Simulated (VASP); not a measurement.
Write the native input for VASP 6.6.1 that does the following.

```
Task                   : relaxation of cell and atoms
Functional             : PBE
Potentials or basis    : VASP PAW PBE potentials, release 64 (Li_sv, C)
Cutoff                 : 600 eV
k mesh                 : 9 × 9 × 10
Occupations            : gaussian, width 0.1 eV
Spin                   : no spin polarisation
Dipole correction      : no
Further INCAR settings : ALGO = Normal; EDIFF = 1e-06; IBRION = 2; EDIFFG = -0.01; NSW = 100; ISIF = 3
```

The structure of Li3C8 lies in POSCAR:

```
Li3C8
1.0
    5.0995257249      0.0000000000      0.0000000000
   -2.5497628625      4.4163188250      0.0000000000
    0.0000000000      0.0000000000      3.5686566378
Li C
3 8
Direct
    0.5000000000      0.5000000000      0.5000000000
    0.0000000000      0.5000000000      0.5000000000
    0.5000000000      0.0000000000      0.5000000000
    0.3333333333      0.6666666667      0.0000000000
    0.3315379106      0.1657689553      0.0000000000
    0.8342310447      0.6684620894      0.0000000000
    0.8342310447      0.1657689553      0.0000000000
    0.1657689553      0.8342310447      0.0000000000
    0.1657689553      0.3315379106      0.0000000000
    0.6684620894      0.8342310447      0.0000000000
    0.6666666667      0.3333333333      0.0000000000
```

One way to write it, as run:

INCAR

```
SYSTEM = Li3C8
ALGO = Normal
EDIFF = 1E-6
EDIFFG = -0.01
ENCUT = 600
GGA = PE
IBRION = 2
ISIF = 3
ISMEAR = 0
LASPH = .TRUE.
LCHARG = .FALSE.
LREAL = .FALSE.
LWAVE = .FALSE.
NELM = 100
NSW = 100
PREC = Accurate
SIGMA = 0.1
```

KPOINTS

```
k-points
0
G
  9 9 10
  0 0 0
```

Potentials or basis: VASP PAW PBE potentials, release 64 (Li_sv, C).

Run with:

```console
$ cat potpaw_PBE.64/Li_sv/POTCAR potpaw_PBE.64/C/POTCAR > POTCAR
$ mpirun -np 1 vasp_std > vasp.out
```

It gave:

* Relaxed volume: 7.30 Å³/atom
* Relaxed cell: a = 5.100 Å, b = 5.100 Å, c = 3.564 Å, α = 90.00°, β = 90.00°, γ = 120.00°
* Space group after relaxing (to 0.1 Å): P6/mmm (No. 191)
* Energy gained by relaxing: 0.0 meV/atom
* Ionic steps: 4
* Pressure after relaxing: -0.1 GPa
* Largest force after relaxing: 0.006 eV/Å
* Band gap on the k mesh: zero (an odd number of electrons rules out a gap without spin polarisation)

Caveat: the cutoff is under 1.25 times the usual one of these potentials, so pressure, stress and relaxed cells hold a basis-set (Pulay) error.

Run time: 2.7 min on 1 thread of Intel(R) Xeon(R) 6975P-C (Granite Rapids) (shared host), peak memory 0.3 GiB.
